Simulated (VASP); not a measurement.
A run of VASP 6.6.1 is set up as follows.

The input INCAR:

```
SYSTEM = Al3Ru
PREC = Accurate ; ENCUT = 600
EDIFF = 1E-6 ; ISMEAR = 0
SIGMA = 0.1 ; LREAL = .False.
LASPH = .True. ; NELM = 60
ALGO = Fast ; ISIF = 3
LWAVE = .False. ; LCHARG = .False.
GGA = PE ; IBRION = 2
NSW = 100 ; EDIFFG = -0.01
```

File KPOINTS:

```
Automatic mesh
0
Gamma
  18 18 6
  0 0 0
```

File POSCAR:

```
Al3Ru
1.0
    2.7379011092      0.0000000000      0.0000000000
   -1.3689505546      2.3710919136      0.0000000000
    0.0000000000      0.0000000000     10.4812850275
Al Ru
3 1
Direct
    0.0000000000      0.0000000000      0.2383564181
    0.0000000000      0.0000000000      0.7616435819
    0.0000000000      0.0000000000      0.5000000000
    0.0000000000      0.0000000000      0.0000000000
```

Potentials or basis: VASP PAW PBE potentials, release 64 (Al, Ru_pv).

Command:

```sh
$ cat potpaw_PBE.64/Al/POTCAR potpaw_PBE.64/Ru_pv/POTCAR > POTCAR
$ mpirun -np 1 vasp_std > vasp.out
```

(1) Predict the band gap on the k mesh.

(2) Predict the relaxed cell.

(3) What does it give for the relaxed volume?

(4) What does it give for the space group after relaxing (to 0.1 Å)?

Answers

(1) zero (an odd number of electrons rules out a gap without spin polarisation).

(2) a = 2.719 Å, b = 2.719 Å, c = 10.689 Å, α = 90.00°, β = 90.00°, γ = 120.00°.

(3) 17.11 Å³/atom.

(4) P6/mmm (No. 191).
